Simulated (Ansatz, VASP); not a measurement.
# InP in VASP and in Ansatz

```
In P
1.0
     0.00000    2.93050    2.93050
     2.93050    0.00000    2.93050
     2.93050    2.93050    0.00000
In P
1 1
Cartesian
  0.0000 0.0000 0.0000
  4.3957 4.3957 4.3957
```

Alike in both runs: task single point; functional PBE; k mesh 8 × 8 × 8; occupations gaussian, width 0.011 eV; no spin polarisation.

|  | VASP | Ansatz |
| --- | --- | --- |
| version | VASP 6.6.1 | Ansatz 0.2.0 |
| potentials or method | VASP PAW PBE potentials, release 64 (In_d, P), cutoff 520 eV | all-electron LAPW, scalar-relativistic |

```csv
,VASP,Ansatz,Ansatz less VASP
gap on the k mesh at the Fermi level (eV),0.71,0.71,+0.002
least direct gap on the mesh (eV),0.71,0.71,+0.002
pressure (GPa),3.3,3.3,+0.06
```

Ansatz ran all-electron here, and VASP with PAW potentials.
